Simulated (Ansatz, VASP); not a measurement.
# Ag: VASP beside Ansatz

POSCAR

```
Ag
1.0
   -1.6556540000      1.6556540000      1.7177410250
    1.6556540000     -1.6556540000      1.7177410250
    1.6556540000      1.6556540000     -1.7177410250
Ag
1
Direct
    0.0000000000      0.0000000000      0.0000000000
```

Contents of INCAR.step1:

```
PREC = Accurate
ENCUT = 520
ISMEAR = 0
SIGMA = 0.15
LREAL = False
LASPH = True
NELM = 100
NBANDS = 12
GGA = PE
ALGO = Normal
EDIFF = 1E-4
LWAVE = True
LCHARG = False
```

The input INCAR.step2:

```
PREC = Accurate
ENCUT = 520
EDIFF = 1E-6
ISMEAR = 0
SIGMA = 0.15
LREAL = False
LASPH = True
NELM = 100
ALGO = Normal
ISIF = 2
LWAVE = False
LCHARG = False
METAGGA = R2SCAN
LMIXTAU = True
NBANDS = 12
ISTART = 1
```

KPOINTS

```
regular mesh
0
Gamma
  20 20 20
```

Input for Ansatz:

```yaml
crystal:
  lattice:
    - [-1.655654, 1.655654, 1.717741025]
    - [1.655654, -1.655654, 1.717741025]
    - [1.655654, 1.655654, -1.717741025]
  atoms:
    - { symbol: Ag, position: [0.0, 0.0, 0.0] }
basis:
  ecutwfc: 500
kpoints:
  mp_grid: { grid: [20, 20, 20] }
hamiltonian:
  xc: r2scan
scf:
  occupations: { method: gaussian, width: 0.15 }
output:
  forces: true
  stress: true
  eigenvalues: true
  write_density: true
  write_potential: true
  elf: true
  volumetric_format: npy
```

Change from the starting cell: strain +0.0375 x Voigt [0, 0, 1, 0, 0, 0], atoms carried along.

Alike in both runs: task single point; functional r2SCAN; k mesh 20 × 20 × 20; occupations gaussian, width 0.15 eV; no spin polarisation.

|  | VASP | Ansatz |
| --- | --- | --- |
| version | VASP 6.6.1 | Ansatz 0.2.0 |
| potentials or method | VASP PAW PBE potentials, release 64 (Ag), cutoff 520 eV | scalar-relativistic, plane waves, PAW |
| valence electrons in the cell | 11 | 19 |

```tsv
	VASP	Ansatz	Ansatz less VASP
gap on the k mesh at the Fermi level (eV)	none	none	-
pressure (GPa)	-6.2	-6.2	-0.05
traceless stress, the component that is largest in VASP (GPa)	0.26	0.25	-0.007
```

VASP's potentials were made for PBE, not for r2SCAN. A gap of «none» marks a metal or a gap that the smearing closes. VASP's potentials hold 11 valence electrons a cell and Ansatz's 19, so a difference there can come from the potentials and not from the codes.
